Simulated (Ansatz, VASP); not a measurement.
## AlN in VASP and in Ansatz

The input INCAR:

```
SYSTEM = AlN
  PREC = Accurate
  ENCUT = 600
  EDIFF = 1E-6
  ISMEAR = 0
  SIGMA = 0.02
  LREAL = .FALSE.
  LASPH = .TRUE.
  NELM = 120
  ALGO = Normal
  ISIF = 2
  LWAVE = .FALSE.
  LCHARG = .TRUE.
  GGA = CA
  LELF = .TRUE.
  LVHAR = .TRUE.
  NBANDS = 11
  GGA_COMPAT = .FALSE.
```

KPOINTS

```
regular mesh
0
G
  10 10 10
  0 0 0
```

POSCAR

```
AlN
1.0
    0.0000000000      2.1839935600      2.1839935600
    2.1839935600      0.0000000000      2.1839935600
    2.1839935600      2.1839935600      0.0000000000
Al N
1 1
Direct
    0.0000000000      0.0000000000      0.0000000000
    0.2500000000      0.2500000000      0.2500000000
```

Input for Ansatz:

```yaml
crystal:
  lattice:
    - [0.0, 2.18399356, 2.18399356]
    - [2.18399356, 0.0, 2.18399356]
    - [2.18399356, 2.18399356, 0.0]
  atoms:
    - { symbol: Al, position: [0.0, 0.0, 0.0] }
    - { symbol: "N", position: [0.25, 0.25, 0.25] }
basis:
  ecutwfc: 420
kpoints:
  mp_grid: { grid: [10, 10, 10] }
hamiltonian:
  xc: lda
  pseudopotentials: { kind: paw, azcp: { folder: soft_1 } }
scf:
  occupations: { method: gaussian, width: 0.02 }
output:
  forces: true
  stress: true
  eigenvalues: true
```

Alike in both runs: task single point; functional LDA; k mesh 10 × 10 × 10; occupations gaussian, width 0.02 eV; no spin polarisation.

```csv
,VASP,Ansatz
version,VASP 6.6.1,Ansatz 0.2.0
potentials or method,"VASP PAW LDA potentials, release 64 (Al, N), cutoff 600 eV","scalar-relativistic, plane waves, PAW"
valence electrons in the cell,8,8
```

```tsv
	VASP	Ansatz	Ansatz less VASP
gap on the k mesh at the Fermi level (eV)	3.22	3.24	+0.018
least direct gap on the mesh (eV)	4.23	4.23	-0.007
pressure (GPa)	-3.1	-3.6	-0.51
```

Ansatz warns that its potentials were made for another functional, while VASP's fit it. LDA's correlation is that of Perdew and Zunger in VASP and of Perdew and Wang (1992) in Ansatz.
